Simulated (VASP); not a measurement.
# Cu (Fm-3m) in VASP: a series of runs

Runs on Cu. Level: PBEsol. Tasks: electric field gradients.

All numbers are computed with VASP 6.6.1; they aren't measurements. Logs are shortened: lines on timing, memory, paths and dates and some standing lists are left out, and cuts for length are marked.

## (1) The cell of the first run

Symmetry: Fm-3m, No. 225, cubic system. The conventional cell has a = 3.686 Å, b = 3.686 Å, c = 3.686 Å, α = 90.00°, β = 90.00°, γ = 90.00°. Within 3.4 Å of Cu (site symmetry m-3m) lie 12 Cu at 2.61 Å.

## (2) Electric field gradients, PBEsol (volume scaled by 1.06)

INCAR reads:

```
PREC = Accurate
ENCUT = 520
EDIFF = 1E-8
ISMEAR = -1
SIGMA = 0.03
LREAL = False
LASPH = True
NELM = 80
ALGO = Normal
ISIF = 2
LWAVE = False
LCHARG = False
GGA = PS
LEFG = True
NBANDS = 12
```

KPOINTS reads:

```
Automatic mesh
0
Gamma
  17 17 17
```

POSCAR reads:

```
Cu
1.0
    0.0000000000      1.8429501765      1.8429501765
    1.8429501765      0.0000000000      1.8429501765
    1.8429501765      1.8429501765      0.0000000000
Cu
1
Direct
    0.0000000000      0.0000000000      0.0000000000
```

Potentials or basis: VASP PAW PBE potentials, release 64 (Cu).

Command:

```
$ cat potpaw_PBE.64/Cu/POTCAR > POTCAR
$ mpirun -np 1 vasp_std > vasp.out
```

OUTCAR:

```text
PREC = Accurate
   ENCUT = 520
   EDIFF = 1E-8
   ISMEAR = -1
   LREAL = False
   LASPH = True
   NELM = 80
   ISIF = 2
   GGA = PS

 ion  position               nearest neighbor table
   1  0.000  0.000  0.000-

  LATTYP: Found a face centered cubic cell.
 ALAT       =     3.6859003530

  Lattice vectors:

 A1 = (   0.0000000000,   1.8429501765,   1.8429501765)
 A2 = (   1.8429501765,   0.0000000000,   1.8429501765)
 A3 = (   1.8429501765,   1.8429501765,   0.0000000000)

Analysis of symmetry for initial positions (statically):
=====================================================================
 Subroutine PRICEL returns:
 Original cell was already a primitive cell.

 Routine SETGRP: Setting up the symmetry group for a
 face centered cubic supercell.

 Subroutine GETGRP returns: Found 48 space group operations
 (whereof 48 operations were pure point group operations)
 out of a pool of 48 trial point group operations.

The static configuration has the point symmetry O_h .

Analysis of symmetry for dynamics (positions and initial velocities):
=====================================================================
 Subroutine PRICEL returns:
 Original cell was already a primitive cell.

 Routine SETGRP: Setting up the symmetry group for a
 face centered cubic supercell.

 Subroutine GETGRP returns: Found 48 space group operations
 (whereof 48 operations were pure point group operations)
 out of a pool of 48 trial point group operations.

The dynamic configuration has the point symmetry O_h .

 Subroutine INISYM returns: Found 48 space group operations
 (whereof 48 operations are pure point group operations),
 and found     1 'primitive' translations

----------------------------------------------------------------------------------------

                                     Primitive cell

  volume of cell :      12.5190

  direct lattice vectors                    reciprocal lattice vectors
     0.000000000  1.842950177  1.842950177    -0.271304133  0.271304133  0.271304133
     1.842950177  0.000000000  1.842950177     0.271304133 -0.271304133  0.271304133
     1.842950177  1.842950177  0.000000000     0.271304133  0.271304133 -0.271304133

  length of vectors
     2.606325134  2.606325134  2.606325134     0.469912543  0.469912543  0.469912543

  position of ions in fractional coordinates (direct lattice)
     0.000000000  0.000000000  0.000000000

  ion indices of the primitive-cell ions
   primitive index   ion index
                 1           1

----------------------------------------------------------------------------------------

 KPOINTS: Automatic mesh

Automatic generation of k-mesh.
 Grid dimensions read from file:
 generate k-points for:   17   17   17

 Generating k-lattice:

  Cartesian coordinates                     Fractional coordinates (reciprocal lattice)
    -0.015959067  0.015959067  0.015959067     0.058823529  0.000000000  0.000000000
     0.015959067 -0.015959067  0.015959067     0.000000000  0.058823529  0.000000000
     0.015959067  0.015959067 -0.015959067     0.000000000  0.000000000  0.058823529

  Length of vectors
     0.027641914  0.027641914  0.027641914

  Shift w.r.t. Gamma in fractional coordinates (k-lattice)
     0.000000000  0.000000000  0.000000000

 Subroutine IBZKPT returns following result:
 ===========================================

 Found    165 irreducible k-points:

 Following reciprocal coordinates:
            Coordinates               Weight
  0.000000  0.000000  0.000000      1.000000
  0.058824  0.000000  0.000000      8.000000
  0.117647  0.000000  0.000000      8.000000
  0.176471  0.000000  0.000000      8.000000
  0.235294  0.000000  0.000000      8.000000
  0.294118  0.000000  0.000000      8.000000
[... 16 lines left out ...]
 -0.176471  0.058824  0.000000     24.000000
 -0.117647  0.058824  0.000000     24.000000
 [... further k-points ...]
   k-points           NKPTS =    165   k-points in BZ     NKDIM =    165   number of bands    NBANDS=     12
   number of dos      NEDOS =    301   number of ions     NIONS =      1
   total plane-waves  NPLWV =   8000
   dimension x,y,z NGX =    20 NGY =   20 NGZ =   20
   dimension x,y,z NGXF=    40 NGYF=   40 NGZF=   40
   ions per type =               1
   NGX,Y,Z   is equivalent  to a cutoff of  12.76, 12.76, 12.76 a.u.
   NGXF,Y,Z  is equivalent  to a cutoff of  25.51, 25.51, 25.51 a.u.
 SYSTEM =  unknown system
   PREC   = accura    normal or accurate (medium, high low for compatibility)
   ISTART =      0    job   : 0-new  1-cont  2-samecut
   ICHARG =      2    charge: 1-file 2-atom 10-const
   ISPIN  =      1    spin polarized calculation?
   LNONCOLLINEAR =      F non collinear calculations
   LSORBIT =      F    spin-orbit coupling
   LASPH  =      T    aspherical Exc in radial PAW
   ENCUT  =  520.0 eV  38.22 Ry    6.18 a.u.   4.85  4.85  4.85*2*pi/ulx,y,z
   NELM   =     80;   NELMIN=  2; NELMDL= -5     # of ELM steps
   EDIFF  = 0.1E-07   stopping-criterion for ELM
   LREAL  =      F    real-space projection
   EDIFFG = 0.1E-06   stopping-criterion for IOM
   NSW    =      0    number of steps for IOM
   IBRION =     -1    ionic relax: 0-MD 1-quasi-New 2-CG
   NFREE  =      0    steps in history (QN), initial steepest desc. (CG)
   ISIF   =      2    stress and relaxation
   ISYM   =      2    0-nonsym 1-usesym 2-fastsym
   POTIM  = 0.5000    time-step for ionic-motion
   TEBEG  =    0.0;   TEEND  =   0.0 temperature during run
   PSTRESS=    0.0 pullay stress
   NELECT =      11.0000    total number of electrons
   NUPDOWN=      -1.0000    fix difference up-down
   EMIN   =  10.00;   EMAX   =-10.00  energy-range for DOS
   EFERMI =   0.00;   METHOD = LEGACY
   ISMEAR =    -1;   SIGMA  =   0.03  broadening in eV -4-tet -1-fermi 0-gaus
   EFERMI_NEDOS =   21; number of points for ismear=-14 and -15
   IALGO  =     38    algorithm
   IMIX   =      4    mixing-type and parameters
     AMIX     =   0.40;   BMIX     =  1.00
     AMIX_MAG =   1.60;   BMIX_MAG =  1.00
  volume/ion in A,a.u.               =      12.52        84.48
  Fermi-wavevector in a.u.,A,eV,Ry     =   1.568010  2.963109 33.452033  2.458655
  Thomas-Fermi vector in A             =   2.670105
   LORBIT       =      0    0 simple, 1 ext, 2 COOP (PROOUT), +10 PAW based schemes
   GGA     = PS    functional components
   LHFCALC =     F    Hartree Fock is set to
   AEXX    =    0.0000 exact exchange contribution
   IVDW    =     0    specifies the selected vdW correction
   LEPSILON=     F    determine dielectric tensor
   LRPA    =     F    only Hartree local field effects (RPA)
 non-spin polarized calculation
  energy-cutoff  :      520.00
  volume of cell :       12.52
 maximum number of plane-waves:       345
   NGX =  9   NGY =  9   NGZ =  9

 number of electron      10.9999987 magnetization

 Free energy of the ion-electron system (eV)
  ---------------------------------------------------
  ext. energy  EPLUGINS =         0.00000000
  ---------------------------------------------------
  free energy    TOTEN  =        -4.25759367 eV

  energy without entropy =       -4.25641949  energy(sigma->0) =       -4.25700658

 E-fermi :   6.7581     XC(G=0): -12.5726

 val. band max:        6.6938527864   @ k =  -0.4706   0.1176   0.0588
 cond. band min:       6.7715036680   @ k =  -0.3529   0.1765   0.0000
 fundamental gap:      0.0776508816
 Fermi energy:         6.7580996863

 k-point     1 :       0.0000    0.0000    0.0000
  band No.  band energies     occupation
      1      -2.2507      2.00000
      2       3.8382      2.00000
      3       3.8382      2.00000
      4       3.8382      2.00000
      5       4.5978      2.00000
      6       4.5978      2.00000
      7      28.8158      0.00000
      8      30.9836      0.00000
      9      30.9836      0.00000
     10      30.9836      0.00000
     11      33.4289      0.00000
     12      33.4289      0.00000

 k-point     2 :       0.0588    0.0000    0.0000
  band No.  band energies     occupation
      1      -2.1298      2.00000
      2       3.8140      2.00000
      3       3.8603      2.00000
      4       3.8603      2.00000
      5       4.5892      2.00000
      6       4.5892      2.00000
      7      27.9520      0.00000
      8      29.7179      0.00000
      9      30.5868      0.00000
     10      30.5868      0.00000
     11      34.0050      0.00000
     12      34.0050      0.00000

 k-point     3 :       0.1176    0.0000    0.0000
  band No.  band energies     occupation
      1      -1.7712      2.00000
      2       3.7489      2.00000
      3       3.9162      2.00000
      4       3.9162      2.00000
      5       4.5730      2.00000
      6       4.5730      2.00000
      7      25.2136      0.00000
      8      29.3294      0.00000
      9      29.8848      0.00000
     10      29.8848      0.00000
     11      35.1919      0.00000
     12      35.1919      0.00000

 k-point     4 :       0.1765    0.0000    0.0000
  band No.  band energies     occupation
      1      -1.1899      2.00000
      2       3.6668      2.00000
      3       3.9736      2.00000
      4       3.9736      2.00000
      5       4.5790      2.00000
      6       4.5790      2.00000
      7      22.2261      0.00000
      8      29.0873      0.00000
      9      29.2320      0.00000
     10      29.2320      0.00000
     11      35.3326      0.00000
     12      35.7994      0.00000

 k-point     5 :       0.2353    0.0000    0.0000
  band No.  band energies     occupation
      1      -0.4209      2.00000
      2       3.6116      2.00000
      3       3.9887      2.00000
      4       3.9887      2.00000
      5       4.6459      2.00000
      6       4.6459      2.00000
      7      19.3333      0.00000
      8      28.7035      0.00000
      9      28.7035      0.00000
     10      28.7327      0.00000
     11      34.5439      0.00000
     12      34.5439      0.00000
[... 228 lines left out ...]
      1       0.8305      2.00000
      2       3.6707      2.00000
      3       3.9198      2.00000
      4       3.9659      2.00000
      5       4.7258      2.00000
      6       4.9955      2.00000
      7      15.8301      0.00000
      8      25.4278      0.00000
      9      28.8645      0.00000
     10      29.6793      0.00000
     11      31.7026      0.00000
     12      33.3799      0.00000

 k-point    22 :      -0.2353    0.0588    0.0000
  band No.  band energies     occupation
      1      -0.0380      2.00000
      2       3.5698      2.00000
      3       3.9755      2.00000
      4       4.0168      2.00000
      5       4.5758      2.00000
      6       4.8205      2.00000
      7      18.4905      0.00000
      8      25.6780      0.00000
      9      29.5643      0.00000
     10      30.3790      0.00000
     11      32.6673      0.00000
     12      33.5880      0.00000

 k-point    23 :      -0.1765    0.0588    0.0000
  band No.  band energies     occupation
      1      -0.8505      2.00000
      2       3.6083      2.00000
      3       3.9941      2.00000
      4       4.0177      2.00000
      5       4.4946      2.00000
      6       4.6956      2.00000
      7      21.3319      0.00000
      8      26.1104      0.00000
      9      30.1279      0.00000
     10      30.9143      0.00000
     11      33.7481      0.00000
     12      34.1073      0.00000

 k-point    24 :      -0.1176    0.0588    0.0000
  band No.  band energies     occupation
      1      -1.4964      2.00000
      2       3.6910      2.00000
      3       3.9581      2.00000
      4       3.9620      2.00000
      5       4.5015      2.00000
      6       4.6318      2.00000
      7      24.2879      0.00000
      8      26.7281      0.00000
      9      30.3395      0.00000
     10      31.3834      0.00000
     11      34.0570      0.00000
     12      34.3976      0.00000

 [... further k-points ...]
[... 5 lines left out ...]
  --------------------------------------------------------------------------------------
  -------------------------------------------------------------------------------------
  Total       -0.9946950     -0.9946950     -0.9946950      0.0000000      0.0000000      0.0000000
  in kB     -127.3003940   -127.3003940   -127.3003940      0.0000000      0.0000000      0.0000000
  external PRESSURE =    -127.3003940 kB  Pullay stress =       0.0000000 kB

 VOLUME and BASIS-vectors are now :
 -----------------------------------------------------------------------------
  energy-cutoff  :      520.00
  volume of cell :       12.52
      direct lattice vectors                 reciprocal lattice vectors
     0.000000000  1.842950177  1.842950177    -0.271304133  0.271304133  0.271304133
     1.842950177  0.000000000  1.842950177     0.271304133 -0.271304133  0.271304133
     1.842950177  1.842950177  0.000000000     0.271304133  0.271304133 -0.271304133

 POSITION                                       TOTAL-FORCE (eV/Angst)
 -----------------------------------------------------------------------------------
      0.00000      0.00000      0.00000         0.000000     -0.000000      0.000000
 -----------------------------------------------------------------------------------
    total drift:                                0.000000      0.000000      0.000000

  FREE ENERGIE OF THE ION-ELECTRON SYSTEM (eV)
  ---------------------------------------------------
  free  energy   TOTEN  =        -4.2575936742 eV

  energy  without entropy=       -4.2564194877  energy(sigma->0) =       -4.25700658

 Electric field gradients (V/A^2)
---------------------------------------------------------------------
 ion       V_xx      V_yy      V_zz      V_xy      V_xz      V_yz
---------------------------------------------------------------------
   1       0.000    -0.000    -0.000     0.002     0.002     0.002
---------------------------------------------------------------------

 Electric field gradients after diagonalization (V/A^2)
 (convention: |V_zz| > |V_xx| > |V_yy|)
----------------------------------------------------------------------
 ion       V_xx      V_yy      V_zz     asymmetry (V_yy - V_xx)/ V_zz
----------------------------------------------------------------------
   1      -0.002    -0.002     0.003       0.000
----------------------------------------------------------------------

           NMR quadrupolar parameters

 Cq : quadrupolar parameter    Cq=e*Q*V_zz/h
 eta: asymmetry parameters     (V_yy - V_xx)/ V_zz
 Q  : nuclear electric quadrupole moment in mb (millibarn)
----------------------------------------------------------------------
 ion       Cq(MHz)       eta       Q (mb)
----------------------------------------------------------------------
   1       0.000       0.000       1.000
----------------------------------------------------------------------
```

Run time: 17 s. Hardware: 1 thread of Intel Xeon Platinum 8488C (Sapphire Rapids), shared host; peak memory 0.14 GiB.

What came out:

```
Free energy : -4.2576 eV
Pressure    : -12.7 GPa
```

Levels at points of the mesh, in eV from the Fermi level:
```tsv
k point	band 3	band 4	band 5	band 6	band 7	band 8	band 9	band 10
(0.00, 0.00, 0.00)	-2.92	-2.92	-2.16	-2.16	22.06	24.23	24.23	24.23
```

Caveat: without QUAD_EFG the Cq values of the log hold for a quadrupole moment of 1 mb, not for the nuclei; the PAW data sets were made with another functional, which shifts forces and pressure a little.

(Part 1 of 2 ends here.)
